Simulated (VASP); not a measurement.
# WSe2 in VASP: single point with PBEsol

Aim: the single point of WSe2 with PBEsol.

Program: VASP 6.6.1. These are calculated values, not measurements. Logs are shortened: lines on timing, memory, paths and dates and some standing lists are left out, and cuts for length are marked.

## (1) The cell of the first run

The cell holds a slab with vacuum, 6 atoms: a = 3.074 Å, b = 3.223 Å, c = 23.983 Å, α = 90.00°, β = 90.00°, γ = 118.49°.

## (2) Single point, PBEsol (strain -0.0600 x Voigt [1, 0, 0, 0, 0, 0])

File INCAR:

```
SYSTEM = WSe2
PREC = Accurate
ENCUT = 520
EDIFF = 1E-6
ISMEAR = 0
SIGMA = 0.05
LREAL = .FALSE.
LASPH = .TRUE.
NELM = 100
ALGO = Normal
ISIF = 2
LWAVE = .FALSE.
LCHARG = .FALSE.
GGA = PS
NBANDS = 35
```

File KPOINTS:

```
Automatic mesh
0
G
  12 12 2
  0 0 0
```

File POSCAR:

```
WSe2
1.0
    3.0743772234      0.0000000000      0.0000000000
   -1.5371886117      2.8324348684      0.0000000000
    0.0000000000      0.0000000000     23.9834862109
W Se
2 4
Direct
    0.6666666667      0.3333333333      0.1376486583
    0.3333333333      0.6666666667      0.8623513417
    0.3333333333      0.6666666667      0.2073654518
    0.6666666667      0.3333333333      0.9321646899
    0.3333333333      0.6666666667      0.0678353101
    0.6666666667      0.3333333333      0.7926345482
```

Potentials or basis: VASP PAW PBE potentials, release 64 (W_sv, Se).

Command:

```sh
cat potpaw_PBE.64/W_sv/POTCAR potpaw_PBE.64/Se/POTCAR > POTCAR
mpirun -np 1 vasp_std > vasp.out
```

OUTCAR:

```text
SYSTEM = WSe2
   PREC = Accurate
   ENCUT = 520
   EDIFF = 1E-6
   ISMEAR = 0
   LREAL = .FALSE.
   LASPH = .TRUE.
   NELM = 100
   ISIF = 2
   GGA = PS

 ion  position               nearest neighbor table
   1  0.667  0.333  0.138-   3 2.46   3 2.46   5 2.46   5 2.46   3 2.52   5 2.52
   2  0.333  0.667  0.862-   6 2.46   6 2.46   4 2.46   4 2.46   6 2.52   4 2.52
   3  0.333  0.667  0.207-   1 2.46   1 2.46   1 2.52
   4  0.667  0.333  0.932-   2 2.46   2 2.46   2 2.52
   5  0.333  0.667  0.068-   1 2.46   1 2.46   1 2.52
   6  0.667  0.333  0.793-   2 2.46   2 2.46   2 2.52

  LATTYP: Found a base centered orthorhombic cell.
 ALAT       =     3.0743772234
 B/A-ratio  =     1.8426072421
 C/A-ratio  =     7.8010876572

  Lattice vectors:

 A1 = (   1.5371886117,  -2.8324348684,   0.0000000000)
 A2 = (   1.5371886117,   2.8324348684,   0.0000000000)
 A3 = (   0.0000000000,   0.0000000000,  23.9834862109)

Analysis of symmetry for initial positions (statically):
=====================================================================
 Subroutine PRICEL returns:
 Original cell was already a primitive cell.

 Routine SETGRP: Setting up the symmetry group for a
 base centered orthorhombic supercell.

 Subroutine GETGRP returns: Found  4 space group operations
 (whereof  4 operations were pure point group operations)
 out of a pool of  8 trial point group operations.

The static configuration has the point symmetry C_2h.

Analysis of symmetry for dynamics (positions and initial velocities):
=====================================================================
 Subroutine PRICEL returns:
 Original cell was already a primitive cell.

 Routine SETGRP: Setting up the symmetry group for a
 base centered orthorhombic supercell.

 Subroutine GETGRP returns: Found  4 space group operations
 (whereof  4 operations were pure point group operations)
 out of a pool of  8 trial point group operations.

The dynamic configuration has the point symmetry C_2h.

 Subroutine INISYM returns: Found  4 space group operations
 (whereof  4 operations are pure point group operations),
 and found     1 'primitive' translations

----------------------------------------------------------------------------------------

                                     Primitive cell

  volume of cell :     208.8476

  direct lattice vectors                    reciprocal lattice vectors
[... 85 lines left out ...]
 SYSTEM =  WSe2
   PREC   = accura    normal or accurate (medium, high low for compatibility)
   ISTART =      0    job   : 0-new  1-cont  2-samecut
   ICHARG =      2    charge: 1-file 2-atom 10-const
   ISPIN  =      1    spin polarized calculation?
   LNONCOLLINEAR =      F non collinear calculations
   LSORBIT =      F    spin-orbit coupling
   LASPH  =      T    aspherical Exc in radial PAW
   ENCUT  =  520.0 eV  38.22 Ry    6.18 a.u.   5.72  5.99 44.59*2*pi/ulx,y,z
   NELM   =    100;   NELMIN=  2; NELMDL= -5     # of ELM steps
   EDIFF  = 0.1E-05   stopping-criterion for ELM
   LREAL  =      F    real-space projection
[... 7 lines left out ...]
   TEBEG  =    0.0;   TEEND  =   0.0 temperature during run
   PSTRESS=    0.0 pullay stress
   NELECT =      52.0000    total number of electrons
   NUPDOWN=      -1.0000    fix difference up-down
   EMIN   =  10.00;   EMAX   =-10.00  energy-range for DOS
   EFERMI =   0.00;   METHOD = LEGACY
   ISMEAR =     0;   SIGMA  =   0.05  broadening in eV -4-tet -1-fermi 0-gaus
   EFERMI_NEDOS =   21; number of points for ismear=-14 and -15
   IALGO  =     38    algorithm
   IMIX   =      4    mixing-type and parameters
     AMIX     =   0.40;   BMIX     =  1.00
     AMIX_MAG =   1.60;   BMIX_MAG =  1.00
  volume/ion in A,a.u.               =      34.81       234.90
  Fermi-wavevector in a.u.,A,eV,Ry     =   1.029910  1.946249 14.431912  1.060716
  Thomas-Fermi vector in A             =   2.163982
   LORBIT       =      0    0 simple, 1 ext, 2 COOP (PROOUT), +10 PAW based schemes
   GGA     = PS    functional components
   LHFCALC =     F    Hartree Fock is set to
   AEXX    =    0.0000 exact exchange contribution
   IVDW    =     0    specifies the selected vdW correction
   LEPSILON=     F    determine dielectric tensor
   LRPA    =     F    only Hartree local field effects (RPA)
 non-spin polarized calculation
 Gauss-broadening in eV      SIGMA  =   0.05
  energy-cutoff  :      520.00
  volume of cell :      208.85
 maximum number of plane-waves:      5704
   NGX = 11   NGY = 11   NGZ = 89

 number of electron      52.0000005 magnetization

 Free energy of the ion-electron system (eV)
  ---------------------------------------------------
  ext. energy  EPLUGINS =         0.00000000
  ---------------------------------------------------
  free energy    TOTEN  =       -46.09781629 eV

  energy without entropy =      -46.09781629  energy(sigma->0) =      -46.09781629

 E-fermi :   1.6376     XC(G=0):  -6.5260

 val. band max:        1.3105227546   @ k =   0.3333   0.3333   0.5000
 cond. band min:       2.6534393318   @ k =  -0.3333   0.1667   0.5000
 fundamental gap:      1.3429165772
 Fermi energy:         1.6375536947

 k-point     1 :       0.0000    0.0000    0.0000
  band No.  band energies     occupation
      1     -72.5095      2.00000
      2     -72.5095      2.00000
      3     -36.8806      2.00000
      4     -36.8806      2.00000
      5     -36.6745      2.00000
      6     -36.6745      2.00000
[... 901 lines left out ...]
     34       6.1755      0.00000
     35       6.7021      0.00000

 [... further k-points ...]
[... 5 lines left out ...]
  --------------------------------------------------------------------------------------
  -------------------------------------------------------------------------------------
  Total       13.7095073      3.3760215      5.5810464      0.0000000      0.0221693      0.0000000
  in kB      105.1727019     25.8992020     42.8150856      0.0000000      0.1700724      0.0000000
  external PRESSURE =      57.9623298 kB  Pullay stress =       0.0000000 kB

 VOLUME and BASIS-vectors are now :
 -----------------------------------------------------------------------------
  energy-cutoff  :      520.00
  volume of cell :      208.85
      direct lattice vectors                 reciprocal lattice vectors
     3.074377223  0.000000000  0.000000000     0.325269128  0.176526566  0.000000000
    -1.537188612  2.832434868  0.000000000     0.000000000  0.353053131  0.000000000
     0.000000000  0.000000000 23.983486211     0.000000000  0.000000000  0.041695356

 POSITION                                       TOTAL-FORCE (eV/Angst)
 -----------------------------------------------------------------------------------
      1.53719      0.94414      3.30129         0.000000     -0.552931     -0.001804
     -0.00000      1.88829     20.68219        -0.000000      0.552931      0.001804
     -0.00000      1.88829      4.97335        -0.000000      0.278352      0.832399
      1.53719      0.94414     22.35656        -0.000000     -0.277316      0.819057
     -0.00000      1.88829      1.62693         0.000000      0.277316     -0.819057
      1.53719      0.94414     19.01014         0.000000     -0.278352     -0.832399
 -----------------------------------------------------------------------------------
    total drift:                                0.000000     -0.000000     -0.000000

  FREE ENERGIE OF THE ION-ELECTRON SYSTEM (eV)
  ---------------------------------------------------
  free  energy   TOTEN  =       -46.0978162924 eV

  energy  without entropy=      -46.0978162924  energy(sigma->0) =      -46.09781629
```

OSZICAR:

```text
N       E                     dE             d eps       ncg     rms          rms(c)
DAV:   1     0.484272711227E+03    0.48427E+03   -0.27476E+04  6980   0.132E+03
DAV:   2    -0.158089128156E+02   -0.50008E+03   -0.48508E+03  7633   0.340E+02
DAV:   3    -0.469776928685E+02   -0.31169E+02   -0.30784E+02  7550   0.824E+01
[... 14 lines left out ...]
DAV:  18    -0.460977650099E+02   -0.49088E-04   -0.16462E-06  5485   0.386E-03    0.285E-03
DAV:  19    -0.460978054480E+02   -0.40438E-04   -0.33122E-06  5573   0.360E-03    0.237E-03
DAV:  20    -0.460978109042E+02   -0.54562E-05   -0.25937E-07  5214   0.171E-03    0.103E-03
DAV:  21    -0.460978155295E+02   -0.46253E-05   -0.34525E-07  4895   0.118E-03    0.331E-04
DAV:  22    -0.460978162924E+02   -0.76292E-06   -0.36909E-08  4375   0.430E-04
   1 F= -.46097816E+02 E0= -.46097816E+02  d E =-.103201E-21
```

Run time: 14 min. Hardware: 1 thread of Intel Xeon Platinum 8259CL at 2.50GHz (Skylake/Cascade Lake), shared host; peak memory 0.67 GiB.

What came out:

```yaml
Free_energy: -46.0978 eV
Largest_force: 0.878 eV/Å
Band_gap_on_the_k_mesh: 1.34 eV (least direct gap 1.98 eV)
```

Forces on the atoms (eV/Å):
```
W    0.000 -0.553 -0.002
W    0.000  0.553  0.002
Se   0.000  0.278  0.832
Se   0.000 -0.277  0.819
Se   0.000  0.277 -0.819
Se   0.000 -0.278 -0.832
```

Levels at points of the mesh, in eV from the valence-band top:
```csv
k point,band 22,band 23,band 24,band 25,band 26,band 27,band 28,band 29,band 30,band 31
"(0.00, 0.00, 0.00)",-1.23,-0.96,-0.88,-0.86,-0.24,2.97,2.99,3.17,3.26,3.68
"(0.50, 0.00, 0.00)",-2.31,-1.09,-1.08,-0.99,-0.90,2.65,2.70,2.99,3.25,3.49
"(0.00, 0.50, 0.00)",-2.57,-1.40,-1.37,-0.20,-0.11,2.87,2.89,2.89,3.06,3.68
"(0.00, 0.00, 0.50)",-1.23,-0.96,-0.88,-0.86,-0.24,2.97,2.99,3.17,3.26,3.68
"(0.50, 0.00, 0.50)",-2.31,-1.09,-1.08,-0.99,-0.90,2.65,2.70,2.99,3.25,3.49
"(0.00, 0.50, 0.50)",-2.57,-1.40,-1.37,-0.20,-0.11,2.87,2.89,2.89,3.06,3.68
```

Caveat: the cell differs from its parent crystal (strain -0.0600 x Voigt [1, 0, 0, 0, 0, 0]); there is no dipole correction, which matters where the two faces differ; the PAW data sets were made with another functional, which shifts forces and pressure a little; spin-orbit coupling is left out, which moves the levels of the heavy elements.
